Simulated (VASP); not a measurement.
Write the native input for VASP 6.6.1 that does the following.

* Task: single point
* Functional: PBE
* Dispersion: D3(BJ)
* Potentials or basis: VASP PAW PBE potentials, release 64 (O, H, C)
* Cutoff: 520 eV
* k mesh: 1 × 1 × 1
* Occupations: fermi-dirac, width 0.02 eV
* Spin: no spin polarisation
* Dipole correction: no
* Further INCAR settings: ALGO = Normal; EDIFF = 1e-06; NBANDS = 37

The structure of H8CO6 lies in POSCAR:

```
H8CO6
1.0
    5.7082670000      0.0000000000      0.0000000000
    0.0000000000      5.7082670000      0.0000000000
    0.0000000000      0.0000000000      5.7082670000
O H C
6 8 1
Direct
    0.0429026883      0.4120865405      1.0160176460
    0.7791506599      0.9346619561      1.0667686007
    0.4037127205      0.7720206501      0.7556058608
    0.8161145931      0.2099411257      0.5650226242
    0.2995480064      0.2176317261      0.3980367421
    0.5892156061      0.4880640657      0.2519854099
   -0.0374194129      0.3231453609      0.9060543244
   -0.0742081616      0.5338748170      1.0414894748
    0.8077232547      1.0567830832      1.1800604281
    0.6550674662      0.9873749774      0.9809807425
    0.3954440113      0.6540338775      0.6199955258
    0.3177146409      0.7024548782      0.8830525972
    0.7927800154      0.0634518322      0.6517039234
    0.9824347740      0.2562599122      0.5529173740
    0.4505920974      0.3408740341      0.3276300846
```

The input as run:

INCAR

```
SYSTEM = H8CO6
PREC = Accurate
ENCUT = 520
EDIFF = 1E-6
ISMEAR = -1
SIGMA = 0.02
LREAL = .FALSE.
LASPH = .TRUE.
NELM = 120
ALGO = Normal
ISIF = 2
LWAVE = .FALSE.
LCHARG = .FALSE.
GGA = PE
IVDW = 12
NBANDS = 37
GGA_COMPAT = .FALSE.
```

KPOINTS

```
regular mesh
0
G
  1 1 1
  0 0 0
```

Potentials or basis: VASP PAW PBE potentials, release 64 (O, H, C).

Run with:

```console
$ cat potpaw_PBE.64/O/POTCAR potpaw_PBE.64/H/POTCAR potpaw_PBE.64/C/POTCAR > POTCAR
$ mpirun -np 1 vasp_gam > vasp.out
```

It gave:

- Pressure: -0.6 GPa
- Largest force: 4.573 eV/Å
- Band gap on the k mesh: 4.29 eV
- Dispersion energy per atom: -0.036 eV

Caveat: the k points lie up to 1.10 Å⁻¹ apart.

Run time: 8.6 s on 1 thread of Intel(R) Xeon(R) 6975P-C (Granite Rapids) (shared host), peak memory 0.26 GiB.
